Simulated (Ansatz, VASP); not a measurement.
# One calculation of ZnS, two programs

```
Zn S
1.0
     0.00000    2.69600    2.69600
     2.69600    0.00000    2.69600
     2.69600    2.69600    0.00000
Zn S
1 1
Direct
  0.00000 0.00000 0.00000
  0.75000 0.75000 0.75000
```

Alike in both runs: task single point; functional PBEsol; k mesh 10 × 10 × 10; no spin polarisation.

|  | VASP | Ansatz |
| --- | --- | --- |
| version | VASP 6.6.1 | Ansatz 0.2.0 |
| potentials or method | VASP PAW PBE potentials, release 64 (Zn, S), cutoff 520 eV | scalar-relativistic, plane waves, PAW |
| occupations | gaussian, width 0.01 eV | fixed |
| valence electrons in the cell | 18 | 18 |

Ansatz gave:

```
gap on the k mesh at the Fermi level (eV) : 2.00
least direct gap on the mesh (eV)         : 2.00
pressure (GPa)                            : -1.5
```

Q: Which values does VASP return?

A: gap on the k mesh at the Fermi level (eV): 2.01; least direct gap on the mesh (eV): 2.01; pressure (GPa): -1.3.

VASP's potentials were made for PBE, not for PBEsol.
